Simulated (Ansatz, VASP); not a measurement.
# One calculation of Sb, two programs

INCAR

```
PREC = Accurate
ENCUT = 520
EDIFF = 1E-7
ISMEAR = -1
SIGMA = 0.1
LREAL = F
LASPH = T
NELM = 100
ALGO = Normal
ISIF = 2
LWAVE = F
LCHARG = F
GGA = RP
NBANDS = 14
```

KPOINTS

```
regular mesh
0
Gamma
  8 8 11
```

The input POSCAR:

```
Sb
1.0
    5.4754305394      0.0000000000      0.0000000000
   -2.7377152697      4.7418619438      0.0000000000
    0.0000000000      0.0000000000      3.2651286926
Sb
3
Direct
    0.0000000000      0.0000000000      0.0000000000
    0.3333333333      0.6666666667      0.5000000000
    0.6666666667      0.3333333333      0.5000000000
```

Input for Ansatz:

```yaml
crystal:
  lattice:
    - [5.4754305394, 0.0, 0.0]
    - [-2.7377152697, 4.7418619438, 0.0]
    - [0.0, 0.0, 3.2651286926]
  atoms:
    - { symbol: Sb, position: [0.0, 0.0, 0.0] }
    - { symbol: Sb, position: [0.3333333333, 0.6666666667, 0.5] }
    - { symbol: Sb, position: [0.6666666667, 0.3333333333, 0.5] }
hamiltonian:
  xc: rpbe
  pseudopotentials:
    kind: paw
    azcp:
      Sb: "pseudopotentials/Sb.paw.azcp"
basis:
  ecutwfc: 420
  fft_grid_basis: typed
kpoints:
  mp_grid: { grid: [8, 8, 11], shift: [0, 0, 0] }
magnetization:
  spin_polarized: false
scf:
  occupations: { method: fermi_dirac, width: 0.1 }
  lower_state_search: "off"
output:
  stress: true
```

Alike in both runs: task single point; functional RPBE; k mesh 8 × 8 × 11; occupations fermi-dirac, width 0.1 eV; no spin polarisation.

|  | VASP | Ansatz |
| --- | --- | --- |
| version | VASP 6.6.1 | Ansatz 0.2.0 |
| potentials or method | VASP PAW PBE potentials, release 64 (Sb), cutoff 520 eV | plane waves (420 eV) with PAW, scalar-relativistic |
| valence electrons in the cell | 15 | 45 |

```csv
,VASP,Ansatz,Ansatz less VASP
pressure (GPa),-0.3,-0.2,+0.18
"traceless stress, the component that is largest in VASP (GPa)",-1.06,-1.06,-0.002
```

VASP's potentials were made for PBE, not for RPBE. VASP's potentials hold 15 valence electrons a cell and Ansatz's 45, so a difference there can come from the potentials and not from the codes.

Neither program's run includes spin-orbit coupling.
